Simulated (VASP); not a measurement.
# LiBiSe2 (R-3m) in VASP: further runs

Aim: see how the results for LiBiSe2 move with the level of theory and the settings. Levels: PBE, r2SCAN. Tasks: single point.

Program: VASP 6.6.1. These are calculated values, not measurements. Logs are shortened: lines on timing, memory, paths and dates and some standing lists are left out, and cuts for length are marked.

**1. The cell of the first run**

The structure is trigonal, space group R-3m (No. 166). The conventional cell has a = 4.120 Å, b = 4.120 Å, c = 19.840 Å, α = 90.00°, β = 90.00°, γ = 120.00°. Li (site symmetry -3m) has 6 Se at 2.85 Å within 3.8 Å. Within 3.9 Å of Bi (site symmetry -3m) lie 6 Se at 2.95 Å. Se (site symmetry 3m) has 3 Li at 2.85 Å and 3 Bi at 2.95 Å within 3.8 Å.

**2. Single point, PBE**

File INCAR:

```
PREC = Accurate ; ENCUT = 520
EDIFF = 1E-7 ; ISMEAR = 0
SIGMA = 0.01 ; LREAL = False
LASPH = True ; NELM = 80
ALGO = Normal ; ISIF = 2
LWAVE = False ; LCHARG = True
GGA = PE ; LELF = True
LVHAR = True ; NBANDS = 23
```

File KPOINTS:

```
Automatic mesh
0
Gamma
  6 6 6
```

File POSCAR:

```
LiBiSe2
1.0
    2.0599089233      1.1892889714      6.6134011388
   -2.0599089233      1.1892889714      6.6134011388
    0.0000000000     -2.3785779428      6.6134011388
Li Bi Se
1 1 2
Direct
    1.0000000000      0.0000000000      0.0000000000
    0.5000000000      0.5000000000      0.5000000000
    0.2543314319      0.2543314319      0.2543314319
    0.7456685681      0.7456685681      0.7456685681
```

Potentials or basis: VASP PAW PBE potentials, release 64 (Li_sv, Bi_d, Se).

Run with:

```console
$ cat potpaw_PBE.64/Li_sv/POTCAR potpaw_PBE.64/Bi_d/POTCAR potpaw_PBE.64/Se/POTCAR > POTCAR
$ mpirun -np 1 vasp_std > vasp.out
```

OUTCAR:

```text
PREC = Accurate
   ENCUT = 520
   EDIFF = 1E-7
   ISMEAR = 0
   LREAL = False
   LASPH = True
   NELM = 80
   ISIF = 2
   GGA = PE

 ion  position               nearest neighbor table
   1  0.000  0.000  0.000-
   2  0.500  0.500  0.500-   3 2.95   3 2.95   4 2.95   4 2.95   3 2.95   4 2.95
   3  0.254  0.254  0.254-   2 2.95   2 2.95   2 2.95
   4  0.746  0.746  0.746-   2 2.95   2 2.95   2 2.95

  LATTYP: Found a trigonal (rhomboedric) cell.
 ALAT       =     7.0281368550
 COS(alpha) =     0.8281911171

  Lattice vectors:

 A1 = (   2.0599089233,   1.1892889714,   6.6134011388)
 A2 = (  -2.0599089233,   1.1892889714,   6.6134011388)
 A3 = (   0.0000000000,  -2.3785779428,   6.6134011388)

Analysis of symmetry for initial positions (statically):
=====================================================================
 Subroutine PRICEL returns:
 Original cell was already a primitive cell.

 Routine SETGRP: Setting up the symmetry group for a
 trigonal (rhombohedral) supercell.

 Subroutine GETGRP returns: Found 12 space group operations
 (whereof 12 operations were pure point group operations)
 out of a pool of 12 trial point group operations.

The static configuration has the point symmetry D_3d.

Analysis of symmetry for dynamics (positions and initial velocities):
=====================================================================
 Subroutine PRICEL returns:
 Original cell was already a primitive cell.

 Routine SETGRP: Setting up the symmetry group for a
 trigonal (rhombohedral) supercell.

 Subroutine GETGRP returns: Found 12 space group operations
 (whereof 12 operations were pure point group operations)
 out of a pool of 12 trial point group operations.

The dynamic configuration has the point symmetry D_3d.

 Subroutine INISYM returns: Found 12 space group operations
 (whereof 12 operations are pure point group operations),
 and found     1 'primitive' translations

----------------------------------------------------------------------------------------

                                     Primitive cell

  volume of cell :      97.2101

[... 81 lines left out ...]
   NGXF,Y,Z  is equivalent  to a cutoff of  25.55, 25.55, 25.55 a.u.
 SYSTEM =  unknown system
   PREC   = accura    normal or accurate (medium, high low for compatibility)
   ISTART =      0    job   : 0-new  1-cont  2-samecut
   ICHARG =      2    charge: 1-file 2-atom 10-const
   ISPIN  =      1    spin polarized calculation?
   LNONCOLLINEAR =      F non collinear calculations
   LSORBIT =      F    spin-orbit coupling
   LASPH  =      T    aspherical Exc in radial PAW
   ENCUT  =  520.0 eV  38.22 Ry    6.18 a.u.  13.07 13.07 13.07*2*pi/ulx,y,z
   NELM   =     80;   NELMIN=  2; NELMDL= -5     # of ELM steps
   EDIFF  = 0.1E-06   stopping-criterion for ELM
   LREAL  =      F    real-space projection
   EDIFFG = 0.1E-05   stopping-criterion for IOM
   NSW    =      0    number of steps for IOM
   IBRION =     -1    ionic relax: 0-MD 1-quasi-New 2-CG
   NFREE  =      0    steps in history (QN), initial steepest desc. (CG)
   ISIF   =      2    stress and relaxation
   ISYM   =      2    0-nonsym 1-usesym 2-fastsym
   POTIM  = 0.5000    time-step for ionic-motion
   TEBEG  =    0.0;   TEEND  =   0.0 temperature during run
   PSTRESS=    0.0 pullay stress
   NELECT =      30.0000    total number of electrons
   NUPDOWN=      -1.0000    fix difference up-down
   EMIN   =  10.00;   EMAX   =-10.00  energy-range for DOS
   EFERMI =   0.00;   METHOD = LEGACY
   ISMEAR =     0;   SIGMA  =   0.01  broadening in eV -4-tet -1-fermi 0-gaus
   EFERMI_NEDOS =   21; number of points for ismear=-14 and -15
   IALGO  =     38    algorithm
   IMIX   =      4    mixing-type and parameters
     AMIX     =   0.40;   BMIX     =  1.00
     AMIX_MAG =   1.60;   BMIX_MAG =  1.00
  volume/ion in A,a.u.               =      24.30       164.00
  Fermi-wavevector in a.u.,A,eV,Ry     =   1.106313  2.090629 16.652562  1.223929
  Thomas-Fermi vector in A             =   2.242812
   LORBIT       =      0    0 simple, 1 ext, 2 COOP (PROOUT), +10 PAW based schemes
   GGA     = PE    functional components
   LHFCALC =     F    Hartree Fock is set to
   AEXX    =    0.0000 exact exchange contribution
   IVDW    =     0    specifies the selected vdW correction
   LEPSILON=     F    determine dielectric tensor
   LRPA    =     F    only Hartree local field effects (RPA)
 non-spin polarized calculation
 Gauss-broadening in eV      SIGMA  =   0.01
  energy-cutoff  :      520.00
  volume of cell :       97.21
 maximum number of plane-waves:      2640
 NGX is ok and might be reduce to    54
   NGX = 27   NGY = 27   NGZ = 27

 number of electron      29.9999995 magnetization

 Free energy of the ion-electron system (eV)
  ---------------------------------------------------
  ext. energy  EPLUGINS =         0.00000000
  ---------------------------------------------------
  free energy    TOTEN  =       -15.69686174 eV

  energy without entropy =      -15.69686174  energy(sigma->0) =      -15.69686174

 E-fermi :   4.0435     XC(G=0):  -9.2472

 val. band max:        3.9545730399   @ k =   0.5000   0.5000   0.5000
 cond. band min:       5.0025997826   @ k =   0.5000   0.5000   0.5000
 fundamental gap:      1.0480267427
 Fermi energy:         4.0435317409

 k-point     1 :       0.0000    0.0000    0.0000
  band No.  band energies     occupation
      1     -41.9757      2.00000
      2     -18.8971      2.00000
      3     -18.8971      2.00000
      4     -18.8923      2.00000
      5     -18.8787      2.00000
      6     -18.8787      2.00000
[... 613 lines left out ...]
     22      11.7320      0.00000
     23      12.3206      0.00000

 [... further k-points ...]
[... 5 lines left out ...]
  --------------------------------------------------------------------------------------
  -------------------------------------------------------------------------------------
  Total        0.5502914      0.5502914      0.5147440      0.0000000      0.0000000      0.0000000
  in kB        9.0696766      9.0696766      8.4837990      0.0000000      0.0000000      0.0000000
  external PRESSURE =       8.8743840 kB  Pullay stress =       0.0000000 kB

 VOLUME and BASIS-vectors are now :
 -----------------------------------------------------------------------------
  energy-cutoff  :      520.00
  volume of cell :       97.21
      direct lattice vectors                 reciprocal lattice vectors
     2.059908923  1.189288971  6.613401139     0.242729178  0.140139756  0.050402709
    -2.059908923  1.189288971  6.613401139    -0.242729178  0.140139756  0.050402709
     0.000000000 -2.378577943  6.613401139     0.000000000 -0.280279513  0.050402709

 POSITION                                       TOTAL-FORCE (eV/Angst)
 -----------------------------------------------------------------------------------
      0.00000      0.00000      0.00000         0.000000     -0.000000      0.000000
      0.00000      0.00000      9.92010        -0.000000      0.000000      0.000000
      0.00000      0.00000      5.04599         0.000000     -0.000000      0.164499
      0.00000      0.00000     14.79422         0.000000     -0.000000     -0.164499
 -----------------------------------------------------------------------------------
    total drift:                               -0.000000     -0.000000      0.000000

  FREE ENERGIE OF THE ION-ELECTRON SYSTEM (eV)
  ---------------------------------------------------
  free  energy   TOTEN  =       -15.6968617385 eV

  energy  without entropy=      -15.6968617385  energy(sigma->0) =      -15.69686174
```

OSZICAR:

```text
N       E                     dE             d eps       ncg     rms          rms(c)
DAV:   1     0.245397567414E+03    0.24540E+03   -0.13322E+04  1472   0.131E+03
DAV:   2     0.823500210090E+01   -0.23716E+03   -0.22474E+03  1579   0.327E+02
DAV:   3    -0.152823872849E+02   -0.23517E+02   -0.22696E+02  1933   0.106E+02
DAV:   4    -0.164953475715E+02   -0.12130E+01   -0.12069E+01  2464   0.237E+01
DAV:   5    -0.165252715995E+02   -0.29924E-01   -0.29902E-01  1900   0.286E+00    0.423E+00
DAV:   6    -0.156837421561E+02    0.84153E+00   -0.16904E+00  2066   0.808E+00    0.232E+00
DAV:   7    -0.156929158634E+02   -0.91737E-02   -0.33958E-01  1824   0.241E+00    0.137E+00
DAV:   8    -0.156985669107E+02   -0.56510E-02   -0.35031E-02  1894   0.170E+00    0.197E-01
DAV:   9    -0.156966634648E+02    0.19034E-02   -0.94542E-03  2012   0.707E-01    0.747E-02
DAV:  10    -0.156967970129E+02   -0.13355E-03   -0.10040E-03  1717   0.177E-01    0.379E-02
DAV:  11    -0.156968577949E+02   -0.60782E-04   -0.10078E-04  1919   0.616E-02    0.106E-02
DAV:  12    -0.156968621638E+02   -0.43689E-05   -0.13123E-05  1900   0.355E-02    0.521E-03
DAV:  13    -0.156968617030E+02    0.46077E-06   -0.16293E-06  1906   0.841E-03    0.141E-03
DAV:  14    -0.156968617385E+02   -0.35489E-07   -0.61260E-08  1294   0.224E-03
   1 F= -.15696862E+02 E0= -.15696862E+02  d E =-.111795E-38
```

stdout:

```text
POSCAR found type information on POSCAR LiBiSe
 POSCAR found :  3 types and       4 ions
 scaLAPACK will be used
 LDA part: xc-table for (Slater+PW92), standard interpolation
 POSCAR, INCAR and KPOINTS ok, starting setup
 FFT: planning ... GRIDC
 FFT: planning ... GRID_SOFT
 FFT: planning ... GRID
 WAVECAR not read
 entering main loop
```

Run time: 2.4 min. Hardware: 1 thread of AMD EPYC 7R13 (Zen 3), shared host; peak memory 0.39 GiB.

What came out:

```yaml
Free_energy: -15.6969 eV
Largest_force: 0.164 eV/Å
Band_gap_on_the_k_mesh: 1.05 eV, direct
```

Forces on the atoms (eV/Å):
```
Li   0.000  0.000  0.000
Bi   0.000  0.000  0.000
Se   0.000  0.000  0.164
Se   0.000  0.000 -0.164
```

Levels at points of the mesh, in eV from the valence-band top:
```csv
k point,band 12,band 13,band 14,band 15,band 16,band 17,band 18,band 19
"(0.00, 0.00, 0.00)",-1.26,-1.22,-0.89,-0.89,1.38,2.22,2.22,5.71
"(0.50, 0.00, 0.00)",-2.62,-2.41,-1.44,-1.03,1.97,3.54,3.89,5.22
"(0.50, 0.50, 0.00)",-2.79,-2.03,-0.84,-0.80,1.59,2.63,2.96,4.20
"(0.50, 0.50, 0.50)",-1.42,-0.74,-0.74,0.00,1.05,2.38,2.38,5.06
```

Caveat: the cutoff is under 1.25 times the usual one of these potentials, so pressure, stress and relaxed cells hold a basis-set (Pulay) error; spin-orbit coupling is left out, which moves the levels of the heavy elements.

**3. Single point, r2SCAN**

POSCAR is that of step 2.

File INCAR.step1:

```
SYSTEM = LiBiSe2
  ALGO = Normal
  EDIFF = 1E-4
  ENCUT = 520
  GGA = PE
  ISMEAR = 0
  LASPH = .True.
  LCHARG = .False.
  LREAL = .False.
  LWAVE = .True.
  NBANDS = 23
  NELM = 100
  PREC = Accurate
  SIGMA = 0.01
```

File INCAR.step2:

```
SYSTEM = LiBiSe2
  ALGO = Normal
  EDIFF = 1E-7
  ENCUT = 520
  ISIF = 2
  ISMEAR = 0
  ISTART = 1
  LASPH = .True.
  LCHARG = .True.
  LELF = .True.
  LMIXTAU = .True.
  LREAL = .False.
  LVHAR = .True.
  LWAVE = .False.
  METAGGA = R2SCAN
  NBANDS = 23
  NELM = 100
  PREC = Accurate
  SIGMA = 0.01
```

File KPOINTS:

```
k-points
0
Gamma
  6 6 6
  0 0 0
```

Potentials or basis: VASP PAW PBE potentials, release 64 (Li_sv, Bi_d, Se).

Run with:

```console
$ cat potpaw_PBE.64/Li_sv/POTCAR potpaw_PBE.64/Bi_d/POTCAR potpaw_PBE.64/Se/POTCAR > POTCAR
$ cp INCAR.step1 INCAR
$ mpirun -np 1 vasp_std > vasp.out
$ cp INCAR.step2 INCAR
$ mpirun -np 1 vasp_std > vasp.out
```

Wall time 13 min (1 thread of AMD EPYC 7R13 (Zen 3), shared host); peak memory 0.44 GiB.

It converged, with:

- Free energy: -92.8001 eV
- Largest force: 0.030 eV/Å
- Band gap on the k mesh: 1.39 eV, direct

Forces on the atoms (eV/Å):
```
Li   0.000  0.000  0.000
Bi   0.000  0.000  0.000
Se   0.000  0.000  0.030
Se   0.000  0.000 -0.030
```

Levels at points of the mesh, in eV from the valence-band top:
| k point | band 11 | band 12 | band 13 | band 14 | band 15 | band 16 | band 17 | band 18 | band 19 | band 20 |
| --- | --- | --- | --- | --- | --- | --- | --- | --- | --- | --- |
| (0.00, 0.00, 0.00) | -1.40 | -1.40 | -1.31 | -1.02 | -1.02 | 1.67 | 2.39 | 2.39 | 6.46 | 7.75 |
| (0.50, 0.00, 0.00) | -3.39 | -2.78 | -2.52 | -1.56 | -1.06 | 2.27 | 3.75 | 4.18 | 5.68 | 7.61 |
| (0.50, 0.50, 0.00) | -3.04 | -2.93 | -2.06 | -0.97 | -0.92 | 1.92 | 2.85 | 3.21 | 4.61 | 7.79 |
| (0.50, 0.50, 0.50) | -1.56 | -1.56 | -0.86 | -0.86 | 0.00 | 1.39 | 2.55 | 2.55 | 5.63 | 7.18 |

Caveat: the cutoff is under 1.25 times the usual one of these potentials, so pressure, stress and relaxed cells hold a basis-set (Pulay) error; the PAW data sets were made with another functional, which shifts forces and pressure a little; spin-orbit coupling is left out, which moves the levels of the heavy elements.

**4. Single point, r2SCAN**

POSCAR is that of step 3.

File INCAR.step1:

```
ALGO = Normal
EDIFF = 1E-4
ENCUT = 520
GGA = PE
ISMEAR = 0
LASPH = True
LCHARG = False
LREAL = False
LWAVE = True
NBANDS = 23
NELM = 60
PREC = Accurate
SIGMA = 0.01
```

File INCAR.step2:

```
ALGO = Normal
EDIFF = 1E-6
ENCUT = 520
ISIF = 2
ISMEAR = 0
ISTART = 1
LASPH = True
LCHARG = True
LELF = True
LMIXTAU = True
LREAL = False
LVHAR = True
LWAVE = False
METAGGA = R2SCAN
NBANDS = 23
NELM = 60
PREC = Accurate
SIGMA = 0.01
```

File KPOINTS:

```
k-points
0
Gamma
  6 6 6
```

Run with:

```console
$ cat potpaw_PBE.64/Li_sv/POTCAR potpaw_PBE.64/Bi_d/POTCAR potpaw_PBE.64/Se/POTCAR > POTCAR
$ cp INCAR.step1 INCAR
$ mpirun -np 1 vasp_std > vasp.out
$ cp INCAR.step2 INCAR
$ mpirun -np 1 vasp_std > vasp.out
```

Run time: 11 min. Hardware: 1 thread of AMD EPYC 7R13 (Zen 3), shared host; peak memory 0.43 GiB.

Results (log left out):

```
Free energy            : -92.8001 eV
Largest force          : 0.030 eV/Å
Band gap on the k mesh : 1.39 eV, direct
```

Forces on the atoms (eV/Å):
```
Li   0.000  0.000  0.000
Bi   0.000  0.000  0.000
Se   0.000  0.000  0.030
Se   0.000  0.000 -0.030
```

Levels at points of the mesh, in eV from the valence-band top:
```
           k point  band 13  band 14  band 15  band 16  band 17  band 18
(0.00, 0.00, 0.00)    -1.31    -1.02    -1.02     1.67     2.39     2.39
(0.50, 0.00, 0.00)    -2.52    -1.56    -1.06     2.27     3.75     4.18
(0.50, 0.50, 0.00)    -2.06    -0.97    -0.92     1.92     2.85     3.21
(0.50, 0.50, 0.50)    -0.86    -0.86     0.00     1.39     2.55     2.55
```

Caveat: the cutoff is under 1.25 times the usual one of these potentials, so pressure, stress and relaxed cells hold a basis-set (Pulay) error; the PAW data sets were made with another functional, which shifts forces and pressure a little; spin-orbit coupling is left out, which moves the levels of the heavy elements.
